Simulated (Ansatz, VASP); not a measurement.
Pb in VASP and in Ansatz

```
Pb
1.0
     0.00000    2.44031    2.44031
     2.44031    0.00000    2.44031
     2.44031    2.44031    0.00000
Pb
1
Direct
  0.00000 0.00000 0.00000
```

Alike in both runs: task single point; functional PBEsol; k mesh 14 × 14 × 14; occupations gaussian, width 0.1 eV; no spin polarisation.

|  | VASP | Ansatz |
| --- | --- | --- |
| version | VASP 6.6.1 | Ansatz 0.2.0 |
| potentials or method | VASP PAW PBE potentials, release 64 (Pb_d), cutoff 520 eV | scalar-relativistic, plane waves, PAW |
| valence electrons in the cell | 14 | 14 |

Ansatz gave:

- gap on the k mesh at the Fermi level (eV): none
- pressure (GPa): 1.7

Q: Which values does VASP return?

A: gap on the k mesh at the Fermi level (eV): none; pressure (GPa): 1.6.

VASP's potentials were made for PBE, not for PBEsol. A gap of «none» marks a metal or a gap that the smearing closes.

Neither program's run includes spin-orbit coupling.
